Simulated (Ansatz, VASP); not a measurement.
## BN: VASP beside Ansatz

INCAR

```
SYSTEM = BN
PREC = Accurate ; ENCUT = 520
EDIFF = 1E-7 ; ISMEAR = 0
SIGMA = 0.05 ; LREAL = .False.
LASPH = .True. ; NELM = 100
ALGO = Normal ; ISIF = 2
LWAVE = .False. ; LCHARG = .False.
GGA = PE ; NBANDS = 16
```

Contents of KPOINTS:

```
Automatic mesh
0
Gamma
  12 12 6
  0 0 0
```

Contents of POSCAR:

```
BN
1.0
    2.5539396017      0.0000000000      0.0000000000
   -1.2769698009      2.2117765748      0.0000000000
    0.0000000000      0.0000000000      4.2268550000
B N
2 2
Direct
    0.6666666667      0.3333333333      0.9997240000
    0.3333333333      0.6666666667      0.4997240000
    0.7540105546      0.3972734970      0.6252760000
    0.3333333333      0.6666666667      0.1252760000
```

Input for Ansatz:

```yaml
crystal:
  lattice:
    - [2.5539396017, 0.0, 0.0]
    - [-1.2769698009, 2.2117765748, 0.0]
    - [0.0, 0.0, 4.226855]
  atoms:
    - { symbol: B, position: [0.6666666667, 0.3333333333, 0.999724] }
    - { symbol: B, position: [0.3333333333, 0.6666666667, 0.499724] }
    - { symbol: "N", position: [0.7540105546, 0.397273497, 0.625276] }
    - { symbol: "N", position: [0.3333333333, 0.6666666667, 0.125276] }
basis:
  ecutwfc: 420
kpoints:
  mp_grid: { grid: [12, 12, 6] }
hamiltonian:
  xc: pbe
scf:
  occupations: { method: gaussian, width: 0.05 }
output:
  forces: true
  stress: true
  eigenvalues: true
```

Alike in both runs: task single point; functional PBE; k mesh 12 × 12 × 6; occupations gaussian, width 0.05 eV; no spin polarisation.

|  | VASP | Ansatz |
| --- | --- | --- |
| version | VASP 6.6.1 | Ansatz 0.2.0 |
| potentials or method | VASP PAW PBE potentials, release 64 (B, N), cutoff 520 eV | scalar-relativistic, plane waves, PAW |
| valence electrons in the cell | 16 | 16 |

Ansatz gave:

```
gap on the k mesh at the Fermi level (eV)                     : 4.48
least direct gap on the mesh (eV)                             : 7.20
pressure (GPa)                                                : 7.0
traceless stress, the component that is largest in VASP (GPa) : 8.03
rms of the force components (eV/Å)                            : 2.372
```

What did VASP give for the same quantities?

gap on the k mesh at the Fermi level (eV): 4.47; least direct gap on the mesh (eV): 7.20; pressure (GPa): 7.1; traceless stress, the component that is largest in VASP (GPa): 8.10; rms of the force components (eV/Å): 2.377.

Atom by atom the forces differ by 0.006 eV/Å (rms over components).
